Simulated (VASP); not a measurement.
# K (Fmmm) in VASP: a series of runs

K is run at these levels: PBEsol; tasks: single point.

All numbers are computed with VASP 6.6.1; they aren't measurements. Logs are shortened: lines on timing, memory, paths and dates and some standing lists are left out, and cuts for length are marked.

## Step 1: The cell of the first run

It takes space group Fmmm (No. 69, orthorhombic). The conventional cell has a = 5.236 Å, b = 7.257 Å, c = 7.553 Å, α = 90.00°, β = 90.00°, γ = 90.00°. Within 5.9 Å of K (site symmetry mmm) lie 14 K at 4.47 to 5.24 Å.

## Step 2: Single point, PBEsol (strain -0.0400 x Voigt [0, 0, 0, 0, 0, 1])

INCAR reads:

```
  ALGO = Fast
  EDIFF = 1E-6
  ENCUT = 520
  GGA = PS
  ISIF = 2
  ISMEAR = 0
  LASPH = True
  LCHARG = False
  LREAL = False
  LWAVE = False
  NBANDS = 10
  NELM = 60
  PREC = Accurate
  SIGMA = 0.15
```

KPOINTS reads:

```
k-points
0
Gamma
  14 14 14
```

POSCAR reads:

```
K
1.0
   -2.6703600000      2.6703600000      2.6180000000
    2.6703600000     -2.6703600000      2.6180000000
    2.5656400000      2.5656400000     -2.6180000000
K
1
Direct
    0.0000000000      0.0000000000      0.0000000000
```

Potentials or basis: VASP PAW PBE potentials, release 64 (K_sv).

Launch:

```bash
$ cat potpaw_PBE.64/K_sv/POTCAR > POTCAR
$ mpirun -np 1 vasp_std > vasp.out
```

OUTCAR:

```text
EDIFF = 1E-6
   ENCUT = 520
   GGA = PS
   ISIF = 2
   ISMEAR = 0
   LASPH = True
   LREAL = False
   NELM = 60
   PREC = Accurate

 ion  position               nearest neighbor table
   1  0.000  0.000  0.000-

  LATTYP: Found a face centered orthorhombic cell.
 ALAT       =     5.2360000000
 B/A-ratio  =     1.3859292911
 C/A-ratio  =     1.4424978336

  Lattice vectors:

 A1 = (  -0.1047200000,   5.2360000000,   0.0000000000)
 A2 = (  -2.6703600000,   2.6703600000,   2.6180000000)
 A3 = (   2.5656400000,   2.5656400000,   2.6180000000)

Analysis of symmetry for initial positions (statically):
=====================================================================
 Subroutine PRICEL returns:
 Original cell was already a primitive cell.

 Routine SETGRP: Setting up the symmetry group for a
 face centered orthorhombic supercell.

 Subroutine GETGRP returns: Found  8 space group operations
 (whereof  8 operations were pure point group operations)
 out of a pool of  8 trial point group operations.

The static configuration has the point symmetry D_2h.

Analysis of symmetry for dynamics (positions and initial velocities):
=====================================================================
 Subroutine PRICEL returns:
 Original cell was already a primitive cell.

 Routine SETGRP: Setting up the symmetry group for a
 face centered orthorhombic supercell.

 Subroutine GETGRP returns: Found  8 space group operations
 (whereof  8 operations were pure point group operations)
 out of a pool of  8 trial point group operations.

The dynamic configuration has the point symmetry D_2h.

 Subroutine INISYM returns: Found  8 space group operations
 (whereof  8 operations are pure point group operations),
 and found     1 'primitive' translations

----------------------------------------------------------------------------------------

                                     Primitive cell

  volume of cell :      71.7456

  direct lattice vectors                    reciprocal lattice vectors
    -2.670360000  2.670360000  2.618000000     0.003821238  0.191061910  0.190985485
     2.670360000 -2.670360000  2.618000000     0.191061910  0.003821238  0.190985485
     2.565640000  2.565640000 -2.618000000     0.194883148  0.194883148  0.000000000

  length of vectors
     4.595168012  4.595168012  4.474253147     0.270175333  0.270175333  0.275606391

  position of ions in fractional coordinates (direct lattice)
     0.000000000  0.000000000  0.000000000

  ion indices of the primitive-cell ions
[... 75 lines left out ...]
   LREAL  =      F    real-space projection
   EDIFFG = 0.1E-04   stopping-criterion for IOM
   NSW    =      0    number of steps for IOM
   IBRION =     -1    ionic relax: 0-MD 1-quasi-New 2-CG
   NFREE  =      0    steps in history (QN), initial steepest desc. (CG)
   ISIF   =      2    stress and relaxation
   ISYM   =      2    0-nonsym 1-usesym 2-fastsym
   POTIM  = 0.5000    time-step for ionic-motion
   TEBEG  =    0.0;   TEEND  =   0.0 temperature during run
   PSTRESS=    0.0 pullay stress
   NELECT =       9.0000    total number of electrons
   NUPDOWN=      -1.0000    fix difference up-down
   EMIN   =  10.00;   EMAX   =-10.00  energy-range for DOS
   EFERMI =   0.00;   METHOD = LEGACY
   ISMEAR =     0;   SIGMA  =   0.15  broadening in eV -4-tet -1-fermi 0-gaus
   EFERMI_NEDOS =   21; number of points for ismear=-14 and -15
   IALGO  =     68    algorithm
   IMIX   =      4    mixing-type and parameters
     AMIX     =   0.40;   BMIX     =  1.00
     AMIX_MAG =   1.60;   BMIX_MAG =  1.00
  volume/ion in A,a.u.               =      71.75       484.16
  Fermi-wavevector in a.u.,A,eV,Ry     =   0.819516  1.548660  9.137754  0.671606
  Thomas-Fermi vector in A             =   1.930334
   LORBIT       =      0    0 simple, 1 ext, 2 COOP (PROOUT), +10 PAW based schemes
   GGA     = PS    functional components
   LHFCALC =     F    Hartree Fock is set to
   AEXX    =    0.0000 exact exchange contribution
   IVDW    =     0    specifies the selected vdW correction
   LEPSILON=     F    determine dielectric tensor
   LRPA    =     F    only Hartree local field effects (RPA)
 non-spin polarized calculation
 RMM-DIIS sequential band-by-band and
 Gauss-broadening in eV      SIGMA  =   0.15
  energy-cutoff  :      520.00
  volume of cell :       71.75
 maximum number of plane-waves:      1951
 NGX is ok and might be reduce to    36
   NGX = 17   NGY = 17   NGZ = 17

 number of electron       9.0000000 magnetization

 Free energy of the ion-electron system (eV)
  ---------------------------------------------------
  ext. energy  EPLUGINS =         0.00000000
  ---------------------------------------------------
  free energy    TOTEN  =        -1.13669127 eV

  energy without entropy =       -1.12812962  energy(sigma->0) =       -1.13241045

 E-fermi :  -0.1128     XC(G=0):  -5.7585

 val. band max:       -0.1178753157   @ k =   0.5000   0.0714   0.0714
 cond. band min:      -0.1112962974   @ k =   0.5000   0.3571  -0.0000
 fundamental gap:      0.0065790183
 Fermi energy:        -0.1128072981

 k-point     1 :       0.0000    0.0000    0.0000
  band No.  band energies     occupation
      1     -32.0929      2.00000
      2     -15.6014      2.00000
      3     -15.6006      2.00000
      4     -15.6000      2.00000
      5      -2.3074      2.00000
      6       4.1164      0.00000
      7       4.1746      0.00000
      8       4.2971      0.00000
      9       5.1451      0.00000
     10       5.1742      0.00000
[... 287 lines left out ...]
 k-point    24 :       0.2857    0.1429   -0.0000
  band No.  band energies     occupation
      1     -32.0887      2.00000
      2     -15.6653      2.00000
      3     -15.6217      2.00000
      4     -15.6040      2.00000
      5      -0.6050      2.00000
      6       1.8708      0.00000
      7       2.8420      0.00000
      8       4.7702      0.00000
      9       5.2191      0.00000
     10       5.5452      0.00000

 [... further k-points ...]
[... 5 lines left out ...]
  --------------------------------------------------------------------------------------
  -------------------------------------------------------------------------------------
  Total       -0.0223989     -0.0223989     -0.0183574      0.0501262      0.0000000      0.0000000
  in kB       -0.5001986     -0.5001986     -0.4099457      1.1193863      0.0000000      0.0000000
  external PRESSURE =      -0.4701143 kB  Pullay stress =       0.0000000 kB

 VOLUME and BASIS-vectors are now :
 -----------------------------------------------------------------------------
  energy-cutoff  :      520.00
  volume of cell :       71.75
      direct lattice vectors                 reciprocal lattice vectors
    -2.670360000  2.670360000  2.618000000     0.003821238  0.191061910  0.190985485
     2.670360000 -2.670360000  2.618000000     0.191061910  0.003821238  0.190985485
     2.565640000  2.565640000 -2.618000000     0.194883148  0.194883148  0.000000000

 POSITION                                       TOTAL-FORCE (eV/Angst)
 -----------------------------------------------------------------------------------
      0.00000      0.00000      0.00000         0.000000     -0.000000      0.000000
 -----------------------------------------------------------------------------------
    total drift:                               -0.000000      0.000000      0.000000

  FREE ENERGIE OF THE ION-ELECTRON SYSTEM (eV)
  ---------------------------------------------------
  free  energy   TOTEN  =        -1.1366912748 eV

  energy  without entropy=       -1.1281296239  energy(sigma->0) =       -1.13241045
```

stdout:

```text
POSCAR found type information on POSCAR K
 POSCAR found :  1 types and       1 ions
 scaLAPACK will be used
 -----------------------------------------------------------------------------
|                                                                             |
|                                                                             |
|     You enforced a specific xc type in the INCAR file but a different       |
|     I HOPE YOU KNOW WHAT YOU ARE DOING!                                     |
|                                                                             |
 -----------------------------------------------------------------------------

 LDA part: xc-table for (Slater+PW92), standard interpolation
 POSCAR, INCAR and KPOINTS ok, starting setup
 FFT: planning ... GRIDC
 FFT: planning ... GRID_SOFT
 FFT: planning ... GRID
 WAVECAR not read
 entering main loop
WARNING in EDDRMM: call to ZHEGV failed, returncode =   8  4      7
WARNING in EDDRMM: call to ZHEGV failed, returncode =   6  3      7
```

Wall time 4.4 min (1 thread of Intel Xeon 6975P-C, shared host); peak memory 0.42 GiB.

What came out:

- Free energy: -1.1367 eV
- Pressure: 0.0 GPa

Levels at points of the mesh, in eV from the Fermi level:
```tsv
k point	band 1	band 2	band 3	band 4	band 5	band 6	band 7	band 8
(0.00, 0.00, 0.00)	-31.98	-15.49	-15.49	-15.49	-2.19	4.23	4.29	4.41
(0.50, 0.00, 0.00)	-31.98	-15.56	-15.51	-15.49	0.44	0.70	3.17	4.93
(0.50, 0.50, 0.00)	-31.98	-15.56	-15.51	-15.49	0.35	0.60	3.18	5.04
(0.00, 0.00, 0.50)	-31.97	-15.57	-15.52	-15.49	0.53	0.81	3.16	4.82
(0.50, 0.50, 0.50)	-31.97	-15.55	-15.54	-15.53	1.66	1.67	3.53	3.54
```

Caveat: the cell differs from its parent crystal (strain -0.0400 x Voigt [0, 0, 0, 0, 0, 1]); the PAW data sets were made with another functional, which shifts forces and pressure a little.

## Step 3: Single point, PBEsol (strain +0.0300 x Voigt [0, 0, 0, 0, 0, 1])

INCAR reads:

```
ALGO = Fast
EDIFF = 1E-7
ENCUT = 520
GGA = PS
ISIF = 2
ISMEAR = 0
LASPH = T
LCHARG = T
LELF = T
LREAL = F
LVHAR = T
LWAVE = F
NBANDS = 10
NELM = 60
PREC = Accurate
SIGMA = 0.15
```

KPOINTS is that of step 2.

POSCAR reads:

```
K
1.0
   -2.5787300000      2.5787300000      2.6180000000
    2.5787300000     -2.5787300000      2.6180000000
    2.6572700000      2.6572700000     -2.6180000000
K
1
Direct
    0.0000000000      0.0000000000      0.0000000000
```

Potentials or basis: VASP PAW PBE potentials, release 64 (K_sv).

Launch:

```bash
$ cat potpaw_PBE.64/K_sv/POTCAR > POTCAR
$ mpirun -np 1 vasp_std > vasp.out
```

It took 5.7 min on 1 thread of Intel Xeon 6975P-C, shared host; peak memory 0.42 GiB.

It converged, with:

```
Free energy : -1.1371 eV
Pressure    : 0.0 GPa
```

Stress tensor (GPa, compression positive):
```
-0.05 -0.08  0.00
-0.08 -0.05  0.00
 0.00  0.00 -0.05
```

Levels at points of the mesh, in eV from the Fermi level:
| k point | band 1 | band 2 | band 3 | band 4 | band 5 | band 6 | band 7 | band 8 | band 9 |
| --- | --- | --- | --- | --- | --- | --- | --- | --- | --- |
| (0.00, 0.00, 0.00) | -31.98 | -15.49 | -15.49 | -15.49 | -2.19 | 4.25 | 4.30 | 4.39 | 5.26 |
| (0.50, 0.00, 0.00) | -31.97 | -15.56 | -15.51 | -15.49 | 0.44 | 0.70 | 3.17 | 4.93 | 5.79 |
| (0.50, 0.50, 0.00) | -31.97 | -15.57 | -15.52 | -15.49 | 0.51 | 0.78 | 3.16 | 4.84 | 5.71 |
| (0.00, 0.00, 0.50) | -31.97 | -15.56 | -15.51 | -15.49 | 0.38 | 0.62 | 3.18 | 5.01 | 5.88 |
| (0.50, 0.50, 0.50) | -31.97 | -15.55 | -15.54 | -15.53 | 1.66 | 1.67 | 3.53 | 3.54 | 3.54 |

Caveat: the cell differs from its parent crystal (strain +0.0300 x Voigt [0, 0, 0, 0, 0, 1]); the PAW data sets were made with another functional, which shifts forces and pressure a little.

## Step 4: Single point, PBEsol (strain -0.0200 x Voigt [0, 0, 0, 0, 0, 1])

INCAR reads:

```
SYSTEM = K
  PREC = Accurate
  ENCUT = 520
  EDIFF = 1E-6
  ISMEAR = 0
  SIGMA = 0.15
  LREAL = .FALSE.
  LASPH = .TRUE.
  NELM = 60
  ALGO = Fast
  ISIF = 2
  LWAVE = .FALSE.
  LCHARG = .TRUE.
  GGA = PS
  LELF = .TRUE.
  LVHAR = .TRUE.
  NBANDS = 10
```

KPOINTS reads:

```
Automatic mesh
0
G
  14 14 14
  0 0 0
```

POSCAR reads:

```
K
1.0
   -2.6441800000      2.6441800000      2.6180000000
    2.6441800000     -2.6441800000      2.6180000000
    2.5918200000      2.5918200000     -2.6180000000
K
1
Direct
    0.0000000000      0.0000000000      0.0000000000
```

Launch:

```bash
$ cat potpaw_PBE.64/K_sv/POTCAR > POTCAR
$ mpirun -np 1 vasp_std > vasp.out
```

Wall time 5.2 min (1 thread of Intel Xeon 6975P-C, shared host); peak memory 0.42 GiB.

Results (log left out):

```
Free energy : -1.1374 eV
Pressure    : 0.0 GPa
```

Stress tensor (GPa, compression positive):
```
-0.05  0.06  0.00
 0.06 -0.05  0.00
 0.00  0.00 -0.05
```

Levels at points of the mesh, in eV from the Fermi level:
| k point | band 3 | band 4 | band 5 | band 6 | band 7 | band 8 |
| --- | --- | --- | --- | --- | --- | --- |
| (0.00, 0.00, 0.00) | -15.49 | -15.49 | -2.19 | 4.28 | 4.31 | 4.37 |
| (0.50, 0.00, 0.00) | -15.51 | -15.49 | 0.44 | 0.70 | 3.17 | 4.93 |
| (0.50, 0.50, 0.00) | -15.51 | -15.49 | 0.40 | 0.65 | 3.18 | 4.98 |
| (0.00, 0.00, 0.50) | -15.51 | -15.49 | 0.49 | 0.75 | 3.17 | 4.87 |
| (0.50, 0.50, 0.50) | -15.54 | -15.54 | 1.66 | 1.67 | 3.53 | 3.53 |

Caveat: the cell differs from its parent crystal (strain -0.0200 x Voigt [0, 0, 0, 0, 0, 1]); the PAW data sets were made with another functional, which shifts forces and pressure a little.

## Step 5: Single point, PBEsol (strain +0.0100 x Voigt [0, 0, 0, 0, 0, 1])

INCAR reads:

```
SYSTEM = K
  ALGO = Fast
  EDIFF = 1E-6
  ENCUT = 520
  GGA = PS
  ISIF = 2
  ISMEAR = 0
  LASPH = .True.
  LCHARG = .False.
  LREAL = .False.
  LWAVE = .False.
  NBANDS = 10
  NELM = 100
  PREC = Accurate
  SIGMA = 0.15
```

KPOINTS reads:

```
k-points
0
Gamma
  14 14 14
  0 0 0
```

POSCAR reads:

```
K
1.0
   -2.6049100000      2.6049100000      2.6180000000
    2.6049100000     -2.6049100000      2.6180000000
    2.6310900000      2.6310900000     -2.6180000000
K
1
Direct
    0.0000000000      0.0000000000      0.0000000000
```

Launch:

```bash
$ cat potpaw_PBE.64/K_sv/POTCAR > POTCAR
$ mpirun -np 1 vasp_std > vasp.out
```

Wall time 6.1 min (1 thread of Intel Xeon 6975P-C, shared host); peak memory 0.42 GiB.

Results (log left out):

```yaml
Free_energy: -1.1376 eV
Pressure: -0.1 GPa
```

Levels at points of the mesh, in eV from the Fermi level:
| k point | band 2 | band 3 | band 4 | band 5 | band 6 | band 7 | band 8 | band 9 |
| --- | --- | --- | --- | --- | --- | --- | --- | --- |
| (0.00, 0.00, 0.00) | -15.49 | -15.49 | -15.49 | -2.19 | 4.30 | 4.32 | 4.34 | 5.26 |
| (0.50, 0.00, 0.00) | -15.56 | -15.51 | -15.49 | 0.44 | 0.70 | 3.17 | 4.93 | 5.79 |
| (0.50, 0.50, 0.00) | -15.56 | -15.51 | -15.49 | 0.47 | 0.73 | 3.17 | 4.90 | 5.77 |
| (0.00, 0.00, 0.50) | -15.56 | -15.51 | -15.49 | 0.42 | 0.67 | 3.17 | 4.96 | 5.82 |
| (0.50, 0.50, 0.50) | -15.54 | -15.54 | -15.54 | 1.66 | 1.66 | 3.53 | 3.53 | 3.53 |

Caveat: the cell differs from its parent crystal (strain +0.0100 x Voigt [0, 0, 0, 0, 0, 1]); the PAW data sets were made with another functional, which shifts forces and pressure a little.

[end of part 1 of 2]
